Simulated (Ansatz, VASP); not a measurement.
One calculation of Pt, two programs

```xyz
1
Lattice="2.6677 0.0000 0.0000 -1.3338 2.3103 0.0000 0.0000 0.0000 2.6734" Properties=species:S:1:pos:R:3 pbc="T T T"
Pt    0.0000    0.0000    0.0000
```

Alike in both runs: functional r2SCAN; k mesh 24 × 24 × 20; occupations gaussian, width 0.1 eV; no spin polarisation.

Ansatz relaxed the structure, and its values are those at the end. VASP's run is a single point on that final structure, the one shown.

|  | VASP | Ansatz |
| --- | --- | --- |
| version | VASP 6.6.1 | Ansatz 0.2.0 |
| potentials or method | VASP PAW PBE potentials, release 64 (Pt), cutoff 520 eV | scalar-relativistic, plane waves, PAW |
| valence electrons in the cell | 10 | 18 |

VASP gave:

```
gap on the k mesh at the Fermi level (eV) : none
pressure (GPa)                            : 0.6
```

Q: Estimate Ansatz's values.

A: gap on the k mesh at the Fermi level (eV): none; pressure (GPa): 0.0.

VASP's potentials were made for PBE, not for r2SCAN. A gap of «none» marks a metal or a gap that the smearing closes. VASP's potentials hold 10 valence electrons a cell and Ansatz's 18, so a difference there can come from the potentials and not from the codes.

Neither program's run includes spin-orbit coupling.
